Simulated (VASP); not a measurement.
Input of a VASP 6.6.1 run:

Contents of INCAR:

```
ALGO = Fast ; EDIFF = 1E-7
ENCUT = 520 ; GGA = PS
ISIF = 2 ; ISMEAR = 0
LASPH = T ; LCHARG = T
LELF = T ; LREAL = F
LVHAR = T ; LWAVE = F
NBANDS = 11 ; NELM = 60
PREC = Accurate ; SIGMA = 0.15
```

File KPOINTS:

```
k-points
0
Gamma
  18 18 18
```

POSCAR

```
Hf
1.0
   -1.8320750000      1.8320750000      1.8591500000
    1.8320750000     -1.8320750000      1.8591500000
    1.8320750000      1.8320750000     -1.8591500000
Hf
1
Direct
    0.0000000000      0.0000000000      0.0000000000
```

Potentials or basis: VASP PAW PBE potentials, release 64 (Hf_pv).

The run is started by

```bash
$ cat potpaw_PBE.64/Hf_pv/POTCAR > POTCAR
$ mpirun -np 1 vasp_std > vasp.out
```

Question: Estimate the band gap on the k mesh.

Answer: Zero (bands 5 and 6 overlap by 2.02 eV).

Question: Predict the pressure.

Answer: -13.3 GPa.

Stress tensor (GPa, compression positive):
```
-13.50   0.00   0.00
  0.00 -13.50   0.00
  0.00   0.00 -12.80
```

Caveat: the cell differs from its parent crystal (strain +0.015 along x and y, +0.030 along z); the cell stands under tension; the PAW data sets were made with another functional, which shifts forces and pressure a little; spin-orbit coupling is left out, which moves the levels of the heavy elements.
